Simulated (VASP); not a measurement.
Here is a VASP 6.6.1 calculation.

Contents of INCAR:

```
SYSTEM = PbSe
PREC = Accurate
ENCUT = 520
EDIFF = 1E-6
ISMEAR = -1
SIGMA = 0.03
LREAL = .FALSE.
LASPH = .TRUE.
NELM = 60
ALGO = Normal
ISIF = 2
LWAVE = .FALSE.
LCHARG = .FALSE.
GGA = PE
NBANDS = 17
```

KPOINTS

```
Automatic mesh
0
G
  10 10 10
  0 0 0
```

POSCAR

```
PbSe
1.0
    0.0000000000      3.0476067612      3.2322797198
    3.0476067612      0.0000000000      3.2322797198
    3.0476067612      3.0476067612      0.0000000000
Pb Se
1 1
Direct
    0.0000000000      0.0000000000      0.0000000000
    0.5000000000      0.5000000000      0.5000000000
```

Potentials or basis: VASP PAW PBE potentials, release 64 (Pb_d, Se).

Run with:

```console
$ cat potpaw_PBE.64/Pb_d/POTCAR potpaw_PBE.64/Se/POTCAR > POTCAR
$ mpirun -np 1 vasp_std > vasp.out
```

(1) Estimate the band gap on the k mesh.

(2) What does it give for the pressure?

## Answers

(1) 0.36 eV.

(2) 0.5 GPa.

Caveat: spin-orbit coupling is left out, which moves the levels of the heavy elements.
